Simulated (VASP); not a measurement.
Here is a VASP 6.6.1 calculation.

INCAR

```
SYSTEM = BAs
PREC     = Accurate       ! precision mode
ENCUT    = 500            ! plane-wave cutoff, eV
EDIFF    = 1E-6           ! SCF threshold, eV
ISMEAR   = -1             ! smearing method
SIGMA    = 0.02           ! smearing width, eV
LREAL    = .FALSE.        ! projectors in reciprocal space
LASPH    = .TRUE.         ! aspherical terms in the spheres
NELM     = 120            ! most SCF steps
ALGO     = Normal         ! electronic algorithm
ISIF     = 2              ! what is computed and relaxed
LWAVE    = .FALSE.        ! write WAVECAR
LCHARG   = .FALSE.        ! write CHGCAR
GGA      = PE             ! functional
NBANDS   = 11             ! bands
GGA_COMPAT= .FALSE.
```

The input KPOINTS:

```
Automatic mesh
0
G
  10 10 10
  0 0 0
```

File POSCAR:

```
BAs
1.0
    0.0000000000      2.4287023655      2.4287023655
    2.4287023655      0.0000000000      2.4287023655
    2.4287023655      2.4287023655      0.0000000000
B As
1 1
Direct
    0.0000000000      0.0000000000      0.0000000000
    0.2500000000      0.2500000000      0.2500000000
```

Potentials or basis: VASP PAW PBE potentials, release 64 (B, As).

Run with:

```bash
$ cat potpaw_PBE.64/B/POTCAR potpaw_PBE.64/As/POTCAR > POTCAR
$ mpirun -np 1 vasp_std > vasp.out
```

Question: Estimate the pressure.

Answer: -3.2 GPa.

Question: What does it give for the band gap on the k mesh?

Answer: 1.23 eV (least direct gap 3.22 eV).

Caveat: the cell differs from its parent crystal (strain +1.5%); the cell stands under tension. A k mesh can miss the band edges.
